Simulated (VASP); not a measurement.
A run of VASP 6.6.1 is set up as follows.

INCAR

```
SYSTEM = KBr
  ALGO = Normal
  EDIFF = 1E-6
  ENCUT = 500
  GGA = CA
  GGA_COMPAT = .FALSE.
  ISIF = 2
  ISMEAR = 0
  LASPH = .TRUE.
  LCHARG = .FALSE.
  LREAL = .FALSE.
  LWAVE = .FALSE.
  NBANDS = 15
  NELM = 120
  PREC = Accurate
  SIGMA = 0.01
```

The input KPOINTS:

```
k-points
0
G
  4 4 4
  0 0 0
```

The input POSCAR:

```
KBr
1.0
    4.0835362474      0.0000000000      0.0000000000
    0.0000000000      4.0835362474      0.0000000000
    0.0000000000      0.0000000000      4.0835362474
K Br
1 1
Direct
    0.0000000000      0.0000000000      0.0000000000
    0.5000000000      0.5000000000      0.5000000000
```

Potentials or basis: VASP PAW LDA potentials, release 64 (K_sv, Br).

Run with:

```sh
$ cat potpaw_LDA.64/K_sv/POTCAR potpaw_LDA.64/Br/POTCAR > POTCAR
$ mpirun -np 1 vasp_std > vasp.out
```

Question: Estimate the pressure.

Answer: -2.9 GPa.

Question: What does it give for the band gap on the k mesh?

Answer: 3.39 eV (least direct gap 3.65 eV).

A k mesh can miss the band edges.
